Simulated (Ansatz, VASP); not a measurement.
**InP, level by level in two programs**

```
CELL_PARAMETERS angstrom
0.00000 2.91083 2.91083
2.91083 0.00000 2.91083
2.91083 2.91083 0.00000
ATOMIC_POSITIONS crystal
In 0.00000 0.00000 0.00000
P 0.75000 0.75000 0.75000
```

Single points on this cell with VASP 6.6.1 and Ansatz 0.2.0. Each row is one pair of runs. Alike in all rows: spin: off; smearing: fermi-dirac, width 0.05 eV; VASP's potentials, cutoff: VASP PAW PBE potentials, release 64 (In_d, P), 520 eV.

```tsv
level	k mesh	Ansatz's potentials, cutoff	gap on the k mesh at the Fermi level (eV), VASP	gap on the k mesh at the Fermi level (eV), Ansatz	least direct gap on the mesh (eV), VASP	least direct gap on the mesh (eV), Ansatz	pressure (GPa), VASP	pressure (GPa), Ansatz
PBE+D4	8 × 8 × 8	Ansatz PAW, 420 eV	0.82	0.83	0.82	0.83	2.5	2.5
revPBE	8 × 8 × 8	Ansatz PAW, 420 eV	0.92	0.93	0.92	0.93	6.2	6.3
BLYP+D3(BJ)	8 × 8 × 8	Ansatz PAW, 420 eV	0.74	0.71	0.74	0.71	3.1	3.0
r2SCAN+D4	8 × 8 × 8	Ansatz PAW, 500 eV	1.29	1.28	1.29	1.28	2.4	2.6
PBEsol-based global hybrid	4 × 4 × 4	Ansatz PAW, 420 eV	2.27	2.22	2.27	2.22	0.8	1.2
B3LYP	4 × 4 × 4	Ansatz PAW, 420 eV	?	1.91	?	1.91	?	6.3
```

Question: Fill in what VASP gave in row 6.

Answer: gap on the k mesh at the Fermi level (eV): 1.98; least direct gap on the mesh (eV): 1.98; pressure (GPa): 6.2.

The k mesh is coarse in some rows, so the values compare programs but aren't converged.
